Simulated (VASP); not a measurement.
Input of a VASP 6.6.1 run:

Contents of INCAR:

```
ALGO = Normal
EDIFF = 1E-6
ENCUT = 520
GGA = PE
ISIF = 2
ISMEAR = -1
LASPH = T
LCHARG = T
LELF = T
LREAL = F
LVHAR = T
LWAVE = F
NBANDS = 12
NELM = 60
PREC = Accurate
SIGMA = 0.1
```

The input KPOINTS:

```
k-points
0
Gamma
  6 6 6
```

File POSCAR:

```
Ce
1.0
    0.0000000000      2.3774557595      2.3774557595
    2.3774557595      0.0000000000      2.3774557595
    2.3774557595      2.3774557595      0.0000000000
Ce
1
Direct
    0.0000000000      0.0000000000      0.0000000000
```

Potentials or basis: VASP PAW PBE potentials, release 64 (Ce).

The run is started by

```sh
$ cat potpaw_PBE.64/Ce/POTCAR > POTCAR
$ mpirun -np 1 vasp_std > vasp.out
```

(1) Predict the band gap on the k mesh.

(2) What does it give for the pressure?

## Answers

(1) zero (band 6 reaches 9.52 eV, above the bottom of band 7 at 9.25 eV).

(2) -0.4 GPa.

Caveat: the k points lie up to 0.38 Å⁻¹ apart; spin-orbit coupling is left out, which moves the levels of the heavy elements.
